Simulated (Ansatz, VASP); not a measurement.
## One calculation of ScAl2, two programs

```
Sc Al
1.0
     0.00000    3.77765    3.77765
     3.77765    0.00000    3.77765
     3.77765    3.77765    0.00000
Sc Al
2 4
Direct
  0.50000 0.50000 0.50000
  0.75000 0.75000 0.75000
  0.12500 0.12500 0.12500
  0.62500 0.12500 0.12500
  0.12500 0.62500 0.12500
  0.12500 0.12500 0.62500
```

Alike in both runs: task single point; functional PBEsol; k mesh 8 × 8 × 8; occupations fermi-dirac, width 0.3 eV; no spin polarisation.

```csv
,VASP,Ansatz
version,VASP 6.6.1,Ansatz 0.2.0
potentials or method,"VASP PAW PBE potentials, release 64 (Sc_sv, Al), cutoff 520 eV","scalar-relativistic, plane waves, PAW"
valence electrons in the cell,34,34
```

```csv
,VASP,Ansatz,Ansatz less VASP
gap on the k mesh at the Fermi level (eV),none,none,-
pressure (GPa),-0.4,-0.5,-0.11
```

VASP's potentials were made for PBE, not for PBEsol. A gap of «none» marks a metal or a gap that the smearing closes.
